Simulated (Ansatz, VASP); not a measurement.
# Cu in VASP and in Ansatz

```
Cu
1.0
     2.53410    0.00000    0.00000
    -1.26705    2.19459    0.00000
     0.00000    0.00000    4.11257
Cu
2
Direct
  0.33333 0.66667 0.25000
  0.66667 0.33333 0.75000
```

Alike in both runs: task single point; functional PBE; k mesh 6 × 6 × 4; occupations methfessel-paxton of order 1, width 0.002 eV; no spin polarisation.

|  | VASP | Ansatz |
| --- | --- | --- |
| version | VASP 6.6.1 | Ansatz 0.2.0 |
| potentials or method | VASP PAW PBE potentials, release 64 (Cu_sv_GW), cutoff 820 eV | scalar-relativistic, plane waves, PAW |
| valence electrons in the cell | 38 | 38 |

Ansatz gave:

* gap on the k mesh at the Fermi level (eV): none
* pressure (GPa): 7.6
* traceless stress, the component that is largest in VASP (GPa): -1.17

Which values does VASP return?

gap on the k mesh at the Fermi level (eV): none; pressure (GPa): 6.3; traceless stress, the component that is largest in VASP (GPa): -1.16.

A gap of «none» marks a metal or a gap that the smearing closes.

The k mesh is coarse, so the values compare programs but aren't converged.
